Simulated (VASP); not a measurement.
# Al2Ru (I4/mmm) in VASP: a series of runs, part 2 of 2

VASP 6.6.1. The steps go on from the part before.

## Step 4: Single point, PBEsol, collinear spin, ferromagnetic start (12.54 Å³/atom)

File INCAR:

```
  PREC = Accurate
  ENCUT = 520
  EDIFF = 1E-6
  ISMEAR = 0
  SIGMA = 0.15
  LREAL = False
  LASPH = True
  NELM = 150
  ALGO = Normal
  ISIF = 2
  LWAVE = False
  LCHARG = False
  ISPIN = 2
  MAGMOM = 0 0 1.5
  LORBIT = 11
  NUPDOWN = 1.5
  LMAXMIX = 4
  GGA = PS
  NBANDS = 21
  KPAR = 4
```

File KPOINTS:

```
Automatic mesh
0
Gamma
  20 20 20
```

File POSCAR:

```
Al2Ru
1.0
   -1.5160409298      1.5160409298      4.0907071886
    1.5160409298     -1.5160409298      4.0907071886
    1.5160409298      1.5160409298     -4.0907071886
Al Ru
2 1
Direct
    0.6590805105      0.6590805105      0.0000000000
    0.3409194895      0.3409194895      0.0000000000
    0.0000000000      0.0000000000      0.0000000000
```

Potentials or basis: VASP PAW PBE potentials, release 64 (Al, Ru_pv).

Started as:

```
> cat potpaw_PBE.64/Al/POTCAR potpaw_PBE.64/Ru_pv/POTCAR > POTCAR
> mpirun -np 4 vasp_std > vasp.out
```

OUTCAR:

```text
PREC = Accurate
   ENCUT = 520
   EDIFF = 1E-6
   ISMEAR = 0
   LREAL = False
   LASPH = True
   NELM = 150
   ISIF = 2
   ISPIN = 2
   LORBIT = 11
   NUPDOWN = 1.5
   GGA = PS

 ion  position               nearest neighbor table
   1  0.659  0.659  0.000-   3 2.51   3 2.51   3 2.51   3 2.51   2 2.60   2 2.61   2 2.61   2 2.61
                             2 2.61   3 2.79
   2  0.341  0.341  0.000-   3 2.51   3 2.51   3 2.51   3 2.51   1 2.60   1 2.61   1 2.61   1 2.61
                             1 2.61   3 2.79
   3  0.000  0.000  0.000-   1 2.51   1 2.51   2 2.51   1 2.51   2 2.51   2 2.51   1 2.51   2 2.51
                             1 2.79   2 2.79

  LATTYP: Found a body centered tetragonal cell.
 ALAT       =     3.0320818596
 C/A-ratio  =     2.6982828156

  Lattice vectors:

 A1 = (  -1.5160409298,   1.5160409298,   4.0907071886)
 A2 = (   1.5160409298,  -1.5160409298,   4.0907071886)
 A3 = (   1.5160409298,   1.5160409298,  -4.0907071886)

Analysis of symmetry for initial positions (statically):
=====================================================================
 Subroutine PRICEL returns:
 Original cell was already a primitive cell.

 Routine SETGRP: Setting up the symmetry group for a
 body centered tetragonal supercell.

 Subroutine GETGRP returns: Found 16 space group operations
 (whereof 16 operations were pure point group operations)
 out of a pool of 16 trial point group operations.

The static configuration has the point symmetry D_4h.

Analysis of symmetry for dynamics (positions and initial velocities):
=====================================================================
 Subroutine PRICEL returns:
 Original cell was already a primitive cell.

 Routine SETGRP: Setting up the symmetry group for a
 body centered tetragonal supercell.

 Subroutine GETGRP returns: Found 16 space group operations
 (whereof 16 operations were pure point group operations)
 out of a pool of 16 trial point group operations.

The dynamic configuration has the point symmetry D_4h.

Analysis of structural, dynamic, and magnetic symmetry:
=====================================================================
 Subroutine PRICEL returns:
 Original cell was already a primitive cell.

 Routine SETGRP: Setting up the symmetry group for a
 body centered tetragonal supercell.

 Subroutine GETGRP returns: Found 16 space group operations
 (whereof 16 operations were pure point group operations)
 out of a pool of 16 trial point group operations.

The overall configuration has the point symmetry D_4h.

 Subroutine INISYM returns: Found 16 space group operations
 (whereof 16 operations are pure point group operations),
 and found     1 'primitive' translations

----------------------------------------------------------------------------------------

                                     Primitive cell

  volume of cell :      37.6080

  direct lattice vectors                    reciprocal lattice vectors
    -1.516040930  1.516040930  4.090707189     0.000000000  0.329806399  0.122228255
     1.516040930 -1.516040930  4.090707189     0.329806399  0.000000000  0.122228255
     1.516040930  1.516040930 -4.090707189     0.329806399  0.329806399  0.000000000

  length of vectors
[... 79 lines left out ...]
   LNONCOLLINEAR =      F non collinear calculations
   LSORBIT =      F    spin-orbit coupling
   LASPH  =      T    aspherical Exc in radial PAW
   ENCUT  =  520.0 eV  38.22 Ry    6.18 a.u.   8.59  8.59  8.59*2*pi/ulx,y,z
   NELM   =    150;   NELMIN=  2; NELMDL= -5     # of ELM steps
   EDIFF  = 0.1E-05   stopping-criterion for ELM
   LREAL  =      F    real-space projection
   EDIFFG = 0.1E-04   stopping-criterion for IOM
   NSW    =      0    number of steps for IOM
   IBRION =     -1    ionic relax: 0-MD 1-quasi-New 2-CG
   NFREE  =      0    steps in history (QN), initial steepest desc. (CG)
   ISIF   =      2    stress and relaxation
   ISYM   =      2    0-nonsym 1-usesym 2-fastsym
   POTIM  = 0.5000    time-step for ionic-motion
   TEBEG  =    0.0;   TEEND  =   0.0 temperature during run
   PSTRESS=    0.0 pullay stress
   NELECT =      20.0000    total number of electrons
   NUPDOWN=       1.5000    fix difference up-down
   EMIN   =  10.00;   EMAX   =-10.00  energy-range for DOS
   EFERMI =   0.00;   METHOD = LEGACY
   ISMEAR =     0;   SIGMA  =   0.15  broadening in eV -4-tet -1-fermi 0-gaus
   EFERMI_NEDOS =   21; number of points for ismear=-14 and -15
   IALGO  =     38    algorithm
   IMIX   =      4    mixing-type and parameters
     AMIX     =   0.40;   BMIX     =  1.00
     AMIX_MAG =   1.60;   BMIX_MAG =  1.00
  volume/ion in A,a.u.               =      12.54        84.60
  Fermi-wavevector in a.u.,A,eV,Ry     =   1.326350  2.506438 23.935421  1.759204
  Thomas-Fermi vector in A             =   2.455743
   LORBIT       =     11    0 simple, 1 ext, 2 COOP (PROOUT), +10 PAW based schemes
   GGA     = PS    functional components
   LHFCALC =     F    Hartree Fock is set to
   AEXX    =    0.0000 exact exchange contribution
   IVDW    =     0    specifies the selected vdW correction
   LEPSILON=     F    determine dielectric tensor
   LRPA    =     F    only Hartree local field effects (RPA)
 spin polarized calculation
 Gauss-broadening in eV      SIGMA  =   0.15
  energy-cutoff  :      520.00
  volume of cell :       37.61
 maximum number of plane-waves:      1027
   NGX = 17   NGY = 17   NGZ = 17

 number of electron      20.0000001 magnetization       1.5000000

 Free energy of the ion-electron system (eV)
  ---------------------------------------------------
  ext. energy  EPLUGINS =         0.00000000
  ---------------------------------------------------
  free energy    TOTEN  =       -18.91874461 eV

  energy without entropy =      -18.89766416  energy(sigma->0) =      -18.90820439

 E-fermi :  10.6450     XC(G=0): -12.4337

 val. band max:       13.3777019778   @ k =  -0.2500  -0.3000   0.1000
 cond. band min:      10.6451651190   @ k =  -0.4500   0.4500   0.2000
 fundamental gap:     -2.7325368589
 Fermi energy:        13.3880027029

 spin component 1

 k-point     1 :       0.0000    0.0000    0.0000
  band No.  band energies     occupation
      1     -30.9324      1.00000
      2     -30.8421      1.00000
      3     -30.8421      1.00000
      4       0.0234      1.00000
      5       5.6911      1.00000
      6       7.4185      1.00000
[... 565 lines left out ...]
     20      25.0964      0.00000
     21      26.3370      0.00000

 [... further k-points ...]

 spin component 2

 k-point     1 :       0.0000    0.0000    0.0000
  band No.  band energies     occupation
      1     -30.3274      1.00000
      2     -30.1278      1.00000
      3     -30.1278      1.00000
      4       0.4070      1.00000
      5       6.1430      1.00000
      6       8.1155      1.00000
[... 565 lines left out ...]
     20      25.4340      0.00000
     21      26.7550      0.00000

 [... further k-points ...]

------------------------ aborting loop because EDIFF is reached ----------------------------------------

  FORCE on cell =-STRESS in cart. coord.  units (eV):
  Direction    XX          YY          ZZ          XY          YZ          ZX
  --------------------------------------------------------------------------------------
  -------------------------------------------------------------------------------------
  Total        6.7543828      6.7543828      5.1908960      0.0000000      0.0000000      0.0000000
  in kB      287.7504534    287.7504534    221.1427339      0.0000000      0.0000000      0.0000000
  external PRESSURE =     265.5478803 kB  Pullay stress =       0.0000000 kB

 VOLUME and BASIS-vectors are now :
 -----------------------------------------------------------------------------
  energy-cutoff  :      520.00
  volume of cell :       37.61
      direct lattice vectors                 reciprocal lattice vectors
    -1.516040930  1.516040930  4.090707189     0.000000000  0.329806399  0.122228255
     1.516040930 -1.516040930  4.090707189     0.329806399  0.000000000  0.122228255
     1.516040930  1.516040930 -4.090707189     0.329806399  0.329806399  0.000000000

 POSITION                                       TOTAL-FORCE (eV/Angst)
 -----------------------------------------------------------------------------------
      0.00000      0.00000      5.39221        -0.000000     -0.000000      0.150367
      0.00000      0.00000      2.78920        -0.000000     -0.000000     -0.150367
      0.00000      0.00000      0.00000         0.000000      0.000000      0.000000
 -----------------------------------------------------------------------------------
    total drift:                                0.000000     -0.000000      0.000000

  FREE ENERGIE OF THE ION-ELECTRON SYSTEM (eV)
  ---------------------------------------------------
  free  energy   TOTEN  =       -18.9187446080 eV

  energy  without entropy=      -18.8976641624  energy(sigma->0) =      -18.90820439

 total charge

# of ion       s       p       d       tot
------------------------------------------
    1        0.411   0.461   0.000   0.872
    2        0.411   0.461   0.000   0.872
    3        0.360   6.311   6.316  12.987
--------------------------------------------------
tot          1.182   7.232   6.316  14.730

 magnetization (x)

# of ion       s       p       d       tot
------------------------------------------
    1        0.017   0.053   0.000   0.070
    2        0.017   0.053   0.000   0.070
    3        0.011   0.055   0.868   0.934
--------------------------------------------------
tot          0.044   0.161   0.868   1.073
```

It took 14 min on 4 MPI ranks of Oxide Virtual Turin-like, shared host; peak memory 0.79 GiB.

What came out:

* Free energy: -18.9187 eV
* Pressure: 26.6 GPa
* Largest force: 0.150 eV/Å
* Net moment: 1.50 μB per cell
* Site moments: Al +0.07; Ru +0.93 μB
* Valence electrons inside the program's atomic spheres: Al 0.87; Ru 12.99

Forces on the atoms (eV/Å):
```
Al   0.000  0.000  0.150
Al   0.000  0.000 -0.150
Ru   0.000  0.000  0.000
```

Caveat: the stress differs along the axes, from 22 to 29 GPa; the PAW data sets were made with another functional, which shifts forces and pressure a little; the total moment is fixed, so each spin has its own Fermi level and the state may be an excited one.

## Step 5: Single point, PBEsol, collinear spin, ferromagnetic start (12.54 Å³/atom)

File INCAR:

```
SYSTEM = Al2Ru
ALGO = Fast
EDIFF = 1E-6
ENCUT = 520
GGA = PS
ISIF = 2
ISMEAR = 0
ISPIN = 2
KPAR = 4
LASPH = .True.
LCHARG = .False.
LMAXMIX = 4
LORBIT = 11
LREAL = .False.
LWAVE = .False.
MAGMOM = 0 0 0.75
NBANDS = 21
NELM = 150
NUPDOWN = 0.75
PREC = Accurate
SIGMA = 0.15
```

File KPOINTS:

```
k-points
0
Gamma
  20 20 20
  0 0 0
```

POSCAR is that of step 4.

Started as:

```
> cat potpaw_PBE.64/Al/POTCAR potpaw_PBE.64/Ru_pv/POTCAR > POTCAR
> mpirun -np 4 vasp_std > vasp.out
```

It took 15 min on 4 MPI ranks of Oxide Virtual Turin-like, shared host; peak memory 0.79 GiB.

The run converged. Its results:

```
Free energy                                           : -19.7285 eV
Pressure                                              : 21.4 GPa
Largest force                                         : 0.102 eV/Å
Net moment                                            : 0.75 μB per cell
Site moments                                          : Al +0.04; Ru +0.42 μB
Valence electrons inside the program's atomic spheres : Al 0.87; Ru 12.99
```

Forces on the atoms (eV/Å):
```
Al   0.000  0.000  0.102
Al   0.000  0.000 -0.102
Ru   0.000  0.000  0.000
```

Stress tensor (GPa, compression positive):
```
22.80  0.00  0.00
 0.00 22.80  0.00
 0.00  0.00 18.63
```

Caveat: the cell stands under pressure; the PAW data sets were made with another functional, which shifts forces and pressure a little; the total moment is fixed, so each spin has its own Fermi level and the state may be an excited one.

## Step 6: Single point, PBEsol, collinear spin, ferromagnetic start (11.40 Å³/atom)

This run uses another cell than the first one, of 11.40 Å³/atom.

File INCAR:

```
  ALGO = Normal
  EDIFF = 1E-6
  ENCUT = 520
  GGA = PS
  ISIF = 2
  ISMEAR = 0
  ISPIN = 2
  LASPH = True
  LCHARG = False
  LMAXMIX = 4
  LORBIT = 11
  LREAL = False
  LWAVE = False
  MAGMOM = 0 0 0.188
  NBANDS = 21
  NELM = 150
  NUPDOWN = 0.1875
  PREC = Accurate
  SIGMA = 0.15
```

File KPOINTS:

```
k-points
0
Gamma
  20 20 20
```

File POSCAR:

```
Al2Ru
1.0
   -1.4686176574      1.4686176574      3.9627457876
    1.4686176574     -1.4686176574      3.9627457876
    1.4686176574      1.4686176574     -3.9627457876
Al Ru
2 1
Direct
    0.6590805105      0.6590805105      0.0000000000
    0.3409194895      0.3409194895      0.0000000000
    0.0000000000      0.0000000000      0.0000000000
```

Potentials or basis: VASP PAW PBE potentials, release 64 (Al, Ru_pv).

Started as:

```
> cat potpaw_PBE.64/Al/POTCAR potpaw_PBE.64/Ru_pv/POTCAR > POTCAR
> mpirun -np 1 vasp_std > vasp.out
```

Run time: 45 min. Hardware: 1 thread of Oxide Virtual Turin-like, shared host; peak memory 0.74 GiB.

The run converged. Its results:

| Property | Result |
| --- | --- |
| Free energy | -19.3733 eV |
| Pressure | 49.7 GPa |
| Largest force | 0.714 eV/Å |
| Net moment | 0.19 μB per cell |
| Site moments | Al +0.01; Ru +0.08 μB |
| Valence electrons inside the program's atomic spheres | Al 0.94; Ru 13.19 |

Forces in eV/Å, atoms in the order of the input:
```
Al   0.000  0.000  0.714
Al   0.000  0.000 -0.714
Ru   0.000  0.000  0.000
```

Stress tensor (GPa, compression positive):
```
49.47  0.00  0.00
 0.00 49.47  0.00
 0.00  0.00 50.29
```

Caveat: the cell stands under pressure; the PAW data sets were made with another functional, which shifts forces and pressure a little; the total moment is fixed, so each spin has its own Fermi level and the state may be an excited one.

## Step 7: Single point, PBEsol, collinear spin, ferromagnetic start (10.26 Å³/atom)

This run uses another cell than the first one, of 10.26 Å³/atom.

File INCAR:

```
ALGO     = Normal         # electronic algorithm
EDIFF    = 1E-7           # SCF threshold, eV
ENCUT    = 520            # plane-wave cutoff, eV
GGA      = PS             # functional
ISIF     = 2              # what is computed and relaxed
ISMEAR   = 0              # smearing method
ISPIN    = 2              # spin polarisation
LASPH    = True           # aspherical terms in the spheres
LCHARG   = False          # write CHGCAR
LMAXMIX  = 4              # l up to which the mixer works
LORBIT   = 11             # projections on sites
LREAL    = False          # projectors in reciprocal space
LWAVE    = False          # write WAVECAR
MAGMOM   = 0 0 0.375      # initial moments
NBANDS   = 21             # bands
NELM     = 150            # most SCF steps
NUPDOWN  = 0.375          # fixed moment
PREC     = Accurate       # precision mode
SIGMA    = 0.15           # smearing width, eV
```

KPOINTS is that of step 6.

File POSCAR:

```
Al2Ru
1.0
   -1.4179163248      1.4179163248      3.8259392533
    1.4179163248     -1.4179163248      3.8259392533
    1.4179163248      1.4179163248     -3.8259392533
Al Ru
2 1
Direct
    0.6590805105      0.6590805105      0.0000000000
    0.3409194895      0.3409194895      0.0000000000
    0.0000000000      0.0000000000      0.0000000000
```

Started as:

```
> cat potpaw_PBE.64/Al/POTCAR potpaw_PBE.64/Ru_pv/POTCAR > POTCAR
> mpirun -np 1 vasp_std > vasp.out
```

Wall time 24 min (1 thread of Oxide Virtual Turin-like, shared host); peak memory 0.65 GiB.

Results (log left out):

```yaml
Free_energy: -17.7320 eV
Pressure: 97.9 GPa
Largest_force: 1.312 eV/Å
Net_moment: 0.38 μB per cell
Site_moments: Al +0.03; Ru +0.17 μB
Valence_electrons_inside_the_program's_atomic_spheres: Al 1.02; Ru 13.49
```

Forces on the atoms (eV/Å):
```
Al   0.000  0.000  1.312
Al   0.000  0.000 -1.312
Ru   0.000  0.000  0.000
```

Stress tensor (GPa, compression positive):
```
97.60  0.00  0.00
 0.00 97.60  0.00
 0.00  0.00 98.48
```

Caveat: the cell stands under pressure; the PAW data sets were made with another functional, which shifts forces and pressure a little; the total moment is fixed, so each spin has its own Fermi level and the state may be an excited one.

## Step 8: Summary

```tsv
fixed moment (μB)	cell	pressure (GPa)	moment (μB)	largest force (eV/Å)
0.375	a = 4.619 Å, angles 141.7, 141.7, 55.3°, 3 atoms	20.0	0.38	0.17
0.5625	a = 4.619 Å, angles 141.7, 141.7, 55.3°, 3 atoms	20.6	0.56	0.12
1.5	a = 4.619 Å, angles 141.7, 141.7, 55.3°, 3 atoms	26.6	1.50	0.15
0.75	a = 4.619 Å, angles 141.7, 141.7, 55.3°, 3 atoms	21.4	0.75	0.10
0.1875	a = 4.474 Å, angles 141.7, 141.7, 55.3°, 3 atoms	49.7	0.19	0.71
0.375	a = 4.320 Å, angles 141.7, 141.7, 55.3°, 3 atoms	97.9	0.38	1.31
```

Alike in all rows: task single point; level PBEsol; potentials or basis VASP PAW PBE potentials, release 64 (Al, Ru_pv); spin collinear, ferromagnetic start; k mesh 20 × 20 × 20; cutoff (eV) 520; smearing gaussian 0.15 eV.

Caveats: the PAW data sets were made with another functional, which shifts forces and pressure a little; the total moment is fixed, so each spin has its own Fermi level and the state may be an excited one; the cell stands under pressure (at least some runs); the stress differs along the axes, from 22 to 29 GPa (at least some runs).

Absolute energies hang on the potentials; compare differences alone.
